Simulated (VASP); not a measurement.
# Si2W (P6_222) in VASP: a series of runs

The runs below take Si2W through single point, with PBE.

Program: VASP 6.6.1. These are calculated values, not measurements. Logs are shortened: lines on timing, memory, paths and dates and some standing lists are left out, and cuts for length are marked.

**1. The cell of the first run**

It takes space group P6_222 (No. 180, hexagonal). The conventional cell has a = 4.520 Å, b = 4.520 Å, c = 6.928 Å, α = 90.00°, β = 90.00°, γ = 120.00°. Within 3.0 Å of Si (site symmetry 2) lie 7 Si at 2.17 to 2.98 Å and 5 W at 2.51 to 2.83 Å. Within 3.3 Å of W (site symmetry 222) lie 10 Si at 2.51 to 2.83 Å and 4 W at 3.23 Å.

**2. Single point, PBE**

Contents of INCAR:

```
PREC = Accurate ; ENCUT = 520
EDIFF = 1E-6 ; ISMEAR = 0
SIGMA = 0.03 ; LREAL = F
LASPH = T ; NELM = 100
ALGO = Normal ; ISIF = 2
LWAVE = F ; LCHARG = T
GGA = PE ; LELF = T
LVHAR = T ; NBANDS = 43
```

Contents of KPOINTS:

```
Automatic mesh
0
Gamma
  9 9 6
```

Contents of POSCAR:

```
Si2W
1.0
    4.5199185558      0.0000000000      0.0000000000
   -2.2599592779      3.9143642923      0.0000000000
    0.0000000000      0.0000000000      6.9276791704
Si W
6 3
Direct
    0.8613670885      0.7227341769      0.5000000000
    0.1386329115      0.8613670885      0.8333333333
    0.7227341769      0.8613670885      0.1666666667
    0.1386329115      0.2772658231      0.5000000000
    0.8613670885      0.1386329115      0.8333333333
    0.2772658231      0.1386329115      0.1666666667
    0.0000000000      0.5000000000      0.1666666667
    0.5000000000      0.5000000000      0.8333333333
    0.5000000000      0.0000000000      0.5000000000
```

Potentials or basis: VASP PAW PBE potentials, release 64 (Si, W_sv).

Started as:

```
cat potpaw_PBE.64/Si/POTCAR potpaw_PBE.64/W_sv/POTCAR > POTCAR
mpirun -np 1 vasp_std > vasp.out
```

OUTCAR:

```text
PREC = Accurate
   ENCUT = 520
   EDIFF = 1E-6
   ISMEAR = 0
   LREAL = F
   LASPH = T
   NELM = 100
   ISIF = 2
   GGA = PE

 ion  position               nearest neighbor table
   1  0.861  0.723  0.500-   4 2.17   9 2.51   9 2.51   2 2.55   3 2.55   7 2.71   8 2.71   9 2.83
                             4 2.85   4 2.85   6 2.98   5 2.98
   2  0.139  0.861  0.833-   5 2.17   8 2.51   8 2.51   1 2.55   6 2.55   9 2.71   7 2.71   8 2.83
                             5 2.85   5 2.85   4 2.98   3 2.98
   3  0.723  0.861  0.167-   6 2.17   7 2.51   7 2.51   1 2.55   5 2.55   9 2.71   8 2.71   7 2.83
                             6 2.85   6 2.85   4 2.98   2 2.98
   4  0.139  0.277  0.500-   1 2.17   9 2.51   9 2.51   5 2.55   6 2.55   7 2.71   8 2.71   9 2.83
                             1 2.85   1 2.85   3 2.98   2 2.98
   5  0.861  0.139  0.833-   2 2.17   8 2.51   8 2.51   4 2.55   3 2.55   9 2.71   7 2.71   8 2.83
                             2 2.85   2 2.85   1 2.98   6 2.98
   6  0.277  0.139  0.167-   3 2.17   7 2.51   7 2.51   4 2.55   2 2.55   9 2.71   8 2.71   7 2.83
                             3 2.85   3 2.85   1 2.98   5 2.98
   7  0.000  0.500  0.167-   6 2.51   3 2.51   6 2.51   3 2.51   1 2.71   4 2.71   2 2.71   5 2.71
                             3 2.83   6 2.83   9 3.23   9 3.23   8 3.23   8 3.23
   8  0.500  0.500  0.833-   5 2.51   2 2.51   2 2.51   5 2.51   1 2.71   4 2.71   3 2.71   6 2.71
                             5 2.83   2 2.83   9 3.23   9 3.23   7 3.23   7 3.23
   9  0.500  0.000  0.500-   4 2.51   1 2.51   4 2.51   1 2.51   6 2.71   3 2.71   2 2.71   5 2.71
                             4 2.83   1 2.83   7 3.23   8 3.23   8 3.23   7 3.23

  LATTYP: Found a hexagonal cell.
 ALAT       =     4.5199185558
 C/A-ratio  =     1.5327000000

  Lattice vectors:

 A1 = (   4.5199185558,   0.0000000000,   0.0000000000)
 A2 = (  -2.2599592779,   3.9143642923,   0.0000000000)
 A3 = (   0.0000000000,   0.0000000000,   6.9276791704)

Analysis of symmetry for initial positions (statically):
=====================================================================
 Subroutine PRICEL returns:
 Original cell was already a primitive cell.

 Routine SETGRP: Setting up the symmetry group for a
 hexagonal supercell.

 Subroutine GETGRP returns: Found 12 space group operations
 (whereof  4 operations were pure point group operations)
 out of a pool of 24 trial point group operations.

The static configuration has the point symmetry D_2 .
 The point group associated with its full space group is D_6 .

Analysis of symmetry for dynamics (positions and initial velocities):
=====================================================================
 Subroutine PRICEL returns:
 Original cell was already a primitive cell.

 Routine SETGRP: Setting up the symmetry group for a
 hexagonal supercell.

 Subroutine GETGRP returns: Found 12 space group operations
 (whereof  4 operations were pure point group operations)
 out of a pool of 24 trial point group operations.

The dynamic configuration has the point symmetry D_2 .
 The point group associated with its full space group is D_6 .

 Subroutine INISYM returns: Found 12 space group operations
 (whereof  4 operations are pure point group operations),
 and found     1 'primitive' translations

----------------------------------------------------------------------------------------

                                     Primitive cell

  volume of cell :     122.5687

  direct lattice vectors                    reciprocal lattice vectors
     4.519918556  0.000000000  0.000000000     0.221242925  0.127734662  0.000000000
    -2.259959278  3.914364292  0.000000000     0.000000000  0.255469324  0.000000000
     0.000000000  0.000000000  6.927679170     0.000000000  0.000000000  0.144348486

  length of vectors
     4.519918556  4.519918556  6.927679170     0.255469324  0.255469324  0.144348486

  position of ions in fractional coordinates (direct lattice)
     0.861367089  0.722734177  0.500000000
     0.138632911  0.861367089  0.833333333
     0.722734177  0.861367089  0.166666667
     0.138632911  0.277265823  0.500000000
     0.861367089  0.138632911  0.833333333
     0.277265823  0.138632911  0.166666667
     1.000000000  0.500000000  0.166666667
     0.500000000  0.500000000  0.833333333
     0.500000000  0.000000000  0.500000000

  ion indices of the primitive-cell ions
   primitive index   ion index
                 1           1
                 2           2
                 3           3
                 4           4
                 5           5
                 6           6
                 7           7
                 8           8
                 9           9

----------------------------------------------------------------------------------------

 KPOINTS: Automatic mesh

Automatic generation of k-mesh.
 Grid dimensions read from file:
 generate k-points for:    9    9    6

 Generating k-lattice:

  Cartesian coordinates                     Fractional coordinates (reciprocal lattice)
     0.024582547  0.014192740  0.000000000     0.111111111 -0.000000000  0.000000000
     0.000000000  0.028385480  0.000000000     0.000000000  0.111111111  0.000000000
     0.000000000  0.000000000  0.024058081     0.000000000  0.000000000  0.166666667

  Length of vectors
     0.028385480  0.028385480  0.024058081

  Shift w.r.t. Gamma in fractional coordinates (k-lattice)
     0.000000000  0.000000000  0.000000000

 Subroutine IBZKPT returns following result:
 ===========================================

 Found     48 irreducible k-points:

 Following reciprocal coordinates:
            Coordinates               Weight
  0.000000  0.000000  0.000000      1.000000
  0.111111  0.000000  0.000000      6.000000
  0.222222  0.000000  0.000000      6.000000
  0.333333 -0.000000  0.000000      6.000000
  0.444444  0.000000  0.000000      6.000000
  0.111111  0.111111  0.000000      6.000000
[... 16 lines left out ...]
  0.333333  0.222222  0.166667     24.000000
  0.333333  0.333333  0.166667      4.000000
 [... further k-points ...]
   k-points           NKPTS =     48   k-points in BZ     NKDIM =     48   number of bands    NBANDS=     43
   number of dos      NEDOS =    301   number of ions     NIONS =      9
   total plane-waves  NPLWV =  69984
   dimension x,y,z NGX =    36 NGY =   36 NGZ =   54
   dimension x,y,z NGXF=    72 NGYF=   72 NGZF=  108
   ions per type =               6   3
   NGX,Y,Z   is equivalent  to a cutoff of  13.24, 13.24, 12.96 a.u.
   NGXF,Y,Z  is equivalent  to a cutoff of  26.48, 26.48, 25.92 a.u.
 SYSTEM =  unknown system
   PREC   = accura    normal or accurate (medium, high low for compatibility)
   ISTART =      0    job   : 0-new  1-cont  2-samecut
   ICHARG =      2    charge: 1-file 2-atom 10-const
   ISPIN  =      1    spin polarized calculation?
   LNONCOLLINEAR =      F non collinear calculations
   LSORBIT =      F    spin-orbit coupling
   LASPH  =      T    aspherical Exc in radial PAW
   ENCUT  =  520.0 eV  38.22 Ry    6.18 a.u.   8.40  8.40 12.88*2*pi/ulx,y,z
   NELM   =    100;   NELMIN=  2; NELMDL= -5     # of ELM steps
   EDIFF  = 0.1E-05   stopping-criterion for ELM
   LREAL  =      F    real-space projection
   EDIFFG = 0.1E-04   stopping-criterion for IOM
   NSW    =      0    number of steps for IOM
   IBRION =     -1    ionic relax: 0-MD 1-quasi-New 2-CG
   NFREE  =      0    steps in history (QN), initial steepest desc. (CG)
   ISIF   =      2    stress and relaxation
   ISYM   =      2    0-nonsym 1-usesym 2-fastsym
   POTIM  = 0.5000    time-step for ionic-motion
   TEBEG  =    0.0;   TEEND  =   0.0 temperature during run
   PSTRESS=    0.0 pullay stress
   NELECT =      66.0000    total number of electrons
   NUPDOWN=      -1.0000    fix difference up-down
   EMIN   =  10.00;   EMAX   =-10.00  energy-range for DOS
   EFERMI =   0.00;   METHOD = LEGACY
   ISMEAR =     0;   SIGMA  =   0.03  broadening in eV -4-tet -1-fermi 0-gaus
   EFERMI_NEDOS =   21; number of points for ismear=-14 and -15
   IALGO  =     38    algorithm
   IMIX   =      4    mixing-type and parameters
     AMIX     =   0.40;   BMIX     =  1.00
     AMIX_MAG =   1.60;   BMIX_MAG =  1.00
  volume/ion in A,a.u.               =      13.62        91.90
  Fermi-wavevector in a.u.,A,eV,Ry     =   1.331873  2.516876 24.135194  1.773887
  Thomas-Fermi vector in A             =   2.460851
   LORBIT       =      0    0 simple, 1 ext, 2 COOP (PROOUT), +10 PAW based schemes
   GGA     = PE    functional components
   LHFCALC =     F    Hartree Fock is set to
   AEXX    =    0.0000 exact exchange contribution
   IVDW    =     0    specifies the selected vdW correction
   LEPSILON=     F    determine dielectric tensor
   LRPA    =     F    only Hartree local field effects (RPA)
 non-spin polarized calculation
 Gauss-broadening in eV      SIGMA  =   0.03
  energy-cutoff  :      520.00
  volume of cell :      122.57
 maximum number of plane-waves:      3350
 NGX is ok and might be reduce to    36
   NGX = 17   NGY = 17   NGZ = 25

 number of electron      65.9999994 magnetization

 Free energy of the ion-electron system (eV)
  ---------------------------------------------------
  ext. energy  EPLUGINS =         0.00000000
  ---------------------------------------------------
  free energy    TOTEN  =       -70.85374524 eV

  energy without entropy =      -70.85220115  energy(sigma->0) =      -70.85297319

 E-fermi :  11.9156     XC(G=0): -12.4471

 val. band max:       11.9132526688   @ k =   0.0000   0.0000   0.3333
 cond. band min:      11.9167728575   @ k =   0.2222   0.1111   0.1667
 fundamental gap:      0.0035201887
 Fermi energy:        11.9156052062

 k-point     1 :       0.0000    0.0000    0.0000
  band No.  band energies     occupation
      1     -62.0483      2.00000
      2     -62.0382      2.00000
      3     -62.0382      2.00000
      4     -26.5026      2.00000
      5     -26.5026      2.00000
      6     -26.4462      2.00000
[... 35 lines left out ...]
     42      15.5250      0.00000
     43      15.5365      0.00000
[... 1017 lines left out ...]
      3     -62.0383      2.00000
      4     -26.5139      2.00000
      5     -26.4989      2.00000
      6     -26.4788      2.00000
[... 35 lines left out ...]
     42      15.3222      0.00000
     43      15.8587      0.00000

 [... further k-points ...]
[... 5 lines left out ...]
  --------------------------------------------------------------------------------------
  -------------------------------------------------------------------------------------
  Total       13.0676951     13.0676951     -6.9850993     -0.0000000     -0.0000000      0.0000000
  in kB      170.8165546    170.8165546    -91.3068903     -0.0000000     -0.0000000      0.0000000
  external PRESSURE =      83.4420730 kB  Pullay stress =       0.0000000 kB

 VOLUME and BASIS-vectors are now :
 -----------------------------------------------------------------------------
  energy-cutoff  :      520.00
  volume of cell :      122.57
      direct lattice vectors                 reciprocal lattice vectors
     4.519918556  0.000000000  0.000000000     0.221242925  0.127734662  0.000000000
    -2.259959278  3.914364292  0.000000000     0.000000000  0.255469324  0.000000000
     0.000000000  0.000000000  6.927679170     0.000000000  0.000000000  0.144348486

 POSITION                                       TOTAL-FORCE (eV/Angst)
 -----------------------------------------------------------------------------------
      2.25996      2.82904      3.46384         0.000000     -5.175251      0.000000
     -1.32005      3.37170      5.77307         4.481899     -2.587626      0.000000
      1.32005      3.37170      1.15461        -4.481899     -2.587626      0.000000
     -0.00000      1.08532      3.46384         0.000000      5.175251      0.000000
      3.58000      0.54266      5.77307        -4.481899      2.587626      0.000000
      0.93991      0.54266      1.15461         4.481899      2.587626      0.000000
     -1.12998      1.95718      1.15461         0.000000     -0.000000     -0.000000
      1.12998      1.95718      5.77307         0.000000      0.000000     -0.000000
      2.25996      0.00000      3.46384         0.000000      0.000000      0.000000
 -----------------------------------------------------------------------------------
    total drift:                               -0.000000      0.000000     -0.000000

  FREE ENERGIE OF THE ION-ELECTRON SYSTEM (eV)
  ---------------------------------------------------
  free  energy   TOTEN  =       -70.8537452360 eV

  energy  without entropy=      -70.8522011463  energy(sigma->0) =      -70.85297319
```

It took 3.3 min on 1 thread of Intel Xeon Platinum 8375C at 2.90GHz (Ice Lake), shared host; peak memory 0.36 GiB.

What came out:

```
Free energy            : -70.8537 eV
Pressure               : 8.3 GPa
Largest force          : 5.175 eV/Å
Band gap on the k mesh : zero (bands 33 and 34 overlap by 0.42 eV)
```

Forces on the atoms (eV/Å):
```
Si   0.000 -5.175  0.000
Si   4.482 -2.588  0.000
Si  -4.482 -2.588  0.000
Si   0.000  5.175  0.000
Si  -4.482  2.588  0.000
Si   4.482  2.588  0.000
W    0.000  0.000  0.000
W    0.000  0.000  0.000
W    0.000  0.000  0.000
```

Caveat: the cell stands under pressure; spin-orbit coupling is left out, which moves the levels of the heavy elements; forces of over 1 eV/Å act on the atoms, so gaps and moduli don't describe the material at rest.

(Part 1 of 3 ends here.)
